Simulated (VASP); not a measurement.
The system is YNi2B2C.

```
Y Ni B C
1.0
    -1.77439    1.77439    5.18626
     1.77439   -1.77439    5.18626
     1.77439    1.77439   -5.18626
Y Ni B C
1 2 2 1
Direct
  0.50000 0.50000 0.00000
  0.75000 0.25000 0.50000
  0.25000 0.75000 0.50000
  0.14390 0.14390 0.00000
  0.85610 0.85610 0.00000
  0.00000 0.00000 0.00000
```

| Property | Result |
| --- | --- |
| Program | VASP 6.6.1 |
| Task | relaxation of cell and atoms |
| Functional | PBEsol |
| Potentials or basis | VASP PAW PBE potentials, release 64 (Y_sv, Ni, B, C) |
| Cutoff | 600 eV |
| k mesh | 14 × 14 × 14 |
| Occupations | gaussian, width 0.1 eV |
| Spin | no spin polarisation |

At the start: pressure -5.3 GPa; volume 10.89 Å³/atom.

**Question.** Where does the relaxation end?

**Answer.** Over 9 steps the energy falls by 6.7 meV/atom and the volume is 10.56 Å³/atom (-3.0 %); space group I4/mmm (No. 139, to 0.1 Å) before and after.

Step by step:
| step | energy change (eV) | largest force (eV/Å) | pressure (GPa) | volume (Å³) |
| --- | --- | --- | --- | --- |
| 1 | 0.0000 | 0.2322 | -5.33 | 65.32 |
| 2 | -0.0212 | 0.0280 | 4.55 | 61.95 |
| 3 | -0.0396 | 0.1202 | 0.33 | 63.26 |
| 4 | -0.0396 | 0.1243 | 0.31 | 63.30 |
| 5 | -0.0394 | 0.1302 | -0.15 | 63.40 |
| 6 | -0.0396 | 0.1248 | -0.20 | 63.34 |
| 7 | -0.0398 | 0.0871 | -0.34 | 63.39 |
| 8 | -0.0401 | 0.0003 | -0.13 | 63.37 |
| 9 | -0.0401 | 0.0035 | 0.02 | 63.36 |

Final structure:
```
Y Ni B C
1.0
    -1.75298    1.75298    5.15502
     1.75298   -1.75298    5.15502
     1.75298    1.75298   -5.15502
Y Ni B C
1 2 2 1
Direct
  0.50000 0.50000 0.00000
  0.75000 0.25000 0.50000
  0.25000 0.75000 0.50000
  0.14480 0.14480 0.00000
  0.85520 0.85520 0.00000
  0.00000 0.00000 0.00000
```

Caveat: the PAW data sets were made with another functional, which shifts forces and pressure a little.
